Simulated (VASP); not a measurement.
Write the native input for VASP 6.6.1 that does the following.

| Quantity | Value |
| --- | --- |
| Task | single point |
| Functional | LDA |
| Potentials or basis | VASP PAW LDA potentials, release 64 (Zr_sv, B) |
| Cutoff | 520 eV |
| k mesh | 16 × 16 × 16 |
| Occupations | gaussian, width 0.15 eV |
| Spin | no spin polarisation |
| Dipole correction | no |
| Further INCAR settings | ALGO = Normal; EDIFF = 1e-06; NBANDS = 14 |

The structure of ZrB lies in POSCAR:

```
ZrB
1.0
    0.0000000000      2.4153850465      2.2383373226
    2.5281835282      0.0000000000      2.2383373226
    2.5281835282      2.4153850465      0.0000000000
Zr B
1 1
Direct
    0.0000000000      0.0000000000      0.0000000000
    0.5000000000      0.5000000000      0.5000000000
```

This cell differs from its parent crystal: normal strain along x +0.0467, normal strain along z -0.0733.

One way to write it, as run:

INCAR

```
SYSTEM = ZrB
PREC     = Accurate       ! precision mode
ENCUT    = 520            ! plane-wave cutoff, eV
EDIFF    = 1E-6           ! SCF threshold, eV
ISMEAR   = 0              ! smearing method
SIGMA    = 0.15           ! smearing width, eV
LREAL    = .FALSE.        ! projectors in reciprocal space
LASPH    = .TRUE.         ! aspherical terms in the spheres
NELM     = 60             ! most SCF steps
ALGO     = Normal         ! electronic algorithm
ISIF     = 2              ! what is computed and relaxed
LWAVE    = .FALSE.        ! write WAVECAR
LCHARG   = .FALSE.        ! write CHGCAR
NBANDS   = 14             ! bands
```

KPOINTS

```
Automatic mesh
0
G
  16 16 16
  0 0 0
```

Potentials or basis: VASP PAW LDA potentials, release 64 (Zr_sv, B).

Run with:

```sh
$ cat potpaw_LDA.64/Zr_sv/POTCAR potpaw_LDA.64/B/POTCAR > POTCAR
$ mpirun -np 1 vasp_std > vasp.out
```

It gave:

```yaml
Pressure: 8.7 GPa
```

Caveat: the cell differs from its parent crystal (normal strain along x +0.0467, normal strain along z -0.0733).

Wall time 3.8 min on 1 thread of AMD EPYC 7R43 64-Core Processor (Zen 3), on a shared host, peak memory 0.31 GiB.
